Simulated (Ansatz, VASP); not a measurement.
Zr7B in VASP and in Ansatz

```
Zr B
1.0
     4.35387    2.51371    2.67507
    -4.35387    2.51371    2.67507
     0.00000   -5.02741    2.67507
Zr B
7 1
Direct
  0.77889 0.64393 0.07668
  0.07668 0.77889 0.64393
  0.35607 0.92332 0.22111
  0.92332 0.22111 0.35607
  0.22111 0.35607 0.92332
  0.64393 0.07668 0.77889
  0.50000 0.50000 0.50000
  0.00000 0.00000 0.00000
```

Alike in both runs: functional PBE; k mesh 3 × 3 × 3; occupations gaussian, width 0.2 eV; no spin polarisation.

Ansatz relaxed the structure, and its values are those at the end. VASP's run is a single point on that final structure, the one shown.

```csv
,VASP,Ansatz
version,VASP 6.6.1,Ansatz 0.2.0
potentials or method,"VASP PAW PBE potentials, release 64 (Zr_sv, B), cutoff 520 eV","scalar-relativistic, plane waves, PAW"
valence electrons in the cell,87,87
```

Ansatz gave:

```
gap on the k mesh at the Fermi level (eV) : none
pressure (GPa)                            : -0.6
rms of the force components (eV/Å)        : 0.026
```

Estimate VASP's values.

gap on the k mesh at the Fermi level (eV): none; pressure (GPa): -0.6; rms of the force components (eV/Å): 0.027.

A gap of «none» marks a metal or a gap that the smearing closes.

The k mesh is coarse, so the values compare programs but aren't converged.
